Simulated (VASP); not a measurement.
A run of VASP 6.6.1 is set up as follows.

The input INCAR:

```
SYSTEM = ZrSi3O8
  PREC = Accurate
  ENCUT = 520
  EDIFF = 1E-6
  ISMEAR = 0
  SIGMA = 0.02
  LREAL = .False.
  LASPH = .True.
  NELM = 100
  ALGO = Normal
  ISIF = 2
  LWAVE = .False.
  LCHARG = .True.
  GGA = PE
  LELF = .True.
  LVHAR = .True.
  NBANDS = 48
```

The input KPOINTS:

```
Automatic mesh
0
Gamma
  4 4 4
  0 0 0
```

File POSCAR:

```
ZrSi3O8
1.0
    3.7632118877     -3.8309161048     -0.0003043822
    3.7632118877      3.8309161048     -0.0003043822
   -0.0038859409      0.0000000000      7.6155906323
Zr Si O
1 3 8
Direct
    0.4798894951      0.5201105049      0.0000000000
    0.9751639082      0.4760642587      0.7303488775
    0.5239357413      0.0248360918      0.2696511225
    0.0230690504      0.9769309496      0.5000000000
    0.0420240498      0.2398605982      0.6057903200
    0.5316661736      0.8576887329      0.0902641357
    0.1423112671      0.4683338264      0.9097358643
    0.7601394018      0.9579759502      0.3942096800
    0.0377575338      0.7393355560      0.6316425738
    0.5378912653      0.3148632120      0.2086817257
    0.6851367880      0.4621087347      0.7913182743
    0.2606644440      0.9622424662      0.3683574262
```

Potentials or basis: VASP PAW PBE potentials, release 64 (Zr_sv, Si, O).

Command:

```bash
$ cat potpaw_PBE.64/Zr_sv/POTCAR potpaw_PBE.64/Si/POTCAR potpaw_PBE.64/O/POTCAR > POTCAR
$ mpirun -np 1 vasp_std > vasp.out
```

**Question.** Predict the pressure.

**Answer.** 0.1 GPa.

**Question.** What does it give for the largest force?

**Answer.** 0.043 eV/Å.

**Question.** Estimate the band gap on the k mesh.

**Answer.** 5.18 eV.

Forces on the atoms (eV/Å):
```
Zr   0.000  0.003  0.000
Si   0.019 -0.012 -0.036
Si  -0.019 -0.012  0.036
Si   0.000 -0.016  0.000
O   -0.004  0.008  0.004
O    0.016  0.006 -0.015
O   -0.016  0.006  0.015
O    0.004  0.008 -0.004
O   -0.009  0.001  0.001
O    0.015  0.004  0.015
O   -0.015  0.004 -0.015
O    0.009  0.001 -0.001
```

A k mesh can miss the band edges.
